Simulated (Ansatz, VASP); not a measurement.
## Two plane-wave programs on TaN

```
Ta N
1.0
     0.00000    2.17900    2.17900
     2.17900    0.00000    2.17900
     2.17900    2.17900    0.00000
Ta N
1 1
Cartesian
  2.1790 2.1790 2.1790
  0.0000 0.0000 0.0000
```

Alike in both runs: task single point; functional LDA; k mesh 20 × 20 × 20; occupations gaussian, width 0.15 eV; no spin polarisation.

|  | VASP | Ansatz |
| --- | --- | --- |
| version | VASP 6.6.1 | Ansatz 0.2.0 |
| potentials or method | VASP PAW LDA potentials, release 64 (Ta_sv_GW, N), cutoff 600 eV | scalar-relativistic, plane waves, PAW |
| valence electrons in the cell | 18 | 18 |

Ansatz gave:

```
gap on the k mesh at the Fermi level (eV) : none
pressure (GPa)                            : -2.5
```

**Question.** What did VASP give for the same quantities?

**Answer.** gap on the k mesh at the Fermi level (eV): none; pressure (GPa): -1.3.

LDA's correlation is that of Perdew and Zunger in VASP and of Perdew and Wang (1992) in Ansatz. A gap of «none» marks a metal or a gap that the smearing closes.

Spin-orbit coupling is off throughout.
